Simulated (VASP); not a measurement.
## GaP: single point with PBE

GaP:

```
Ga P
1.0
     0.00000    2.83426    2.72525
     2.83426    0.00000    2.72525
     2.83426    2.83426    0.00000
Ga P
1 1
Direct
  0.00000 0.00000 0.00000
  0.75000 0.75000 0.75000
```

This cell differs from its parent crystal: strain +0.040 along x and y, +0.000 along z.

```
Program                : VASP 6.6.1
Task                   : single point
Functional             : PBE
Potentials or basis    : VASP PAW PBE potentials, release 64 (Ga_d, P)
Cutoff                 : 520 eV
k mesh                 : 8 × 8 × 8
Occupations            : gaussian, width 0.05 eV
Spin                   : no spin polarisation
Dipole correction      : no
Further INCAR settings : ALGO = Normal; EDIFF = 1e-06; NBANDS = 16
```

* Pressure: -3.4 GPa
* Band gap on the k mesh: 1.05 eV

Stress tensor (GPa, compression positive):
```
-4.25  0.00  0.00
 0.00 -4.25  0.00
 0.00  0.00 -1.62
```

Levels at points of the mesh, in eV from the valence-band top:
| k point | band 6 | band 7 | band 8 | band 9 | band 10 | band 11 | band 12 | band 13 |
| --- | --- | --- | --- | --- | --- | --- | --- | --- |
| (0.00, 0.00, 0.00) | -12.06 | -0.19 | -0.19 | 0.00 | 1.05 | 3.72 | 3.81 | 3.81 |
| (0.50, 0.00, 0.00) | -10.24 | -6.34 | -1.28 | -0.99 | 1.28 | 4.47 | 4.77 | 7.99 |
| (0.50, 0.50, 0.00) | -9.34 | -6.37 | -2.71 | -2.71 | 1.51 | 1.52 | 9.87 | 9.87 |
| (0.50, 0.00, 0.50) | -9.49 | -6.60 | -2.47 | -2.45 | 1.76 | 1.87 | 9.78 | 9.83 |

It took 47 s on 1 thread of Intel Xeon 8259CL, on a shared host, peak memory 0.19 GiB.

Caveat: the cell differs from its parent crystal (strain +0.040 along x and y, +0.000 along z); the cell stands under tension. A k mesh can miss the band edges.
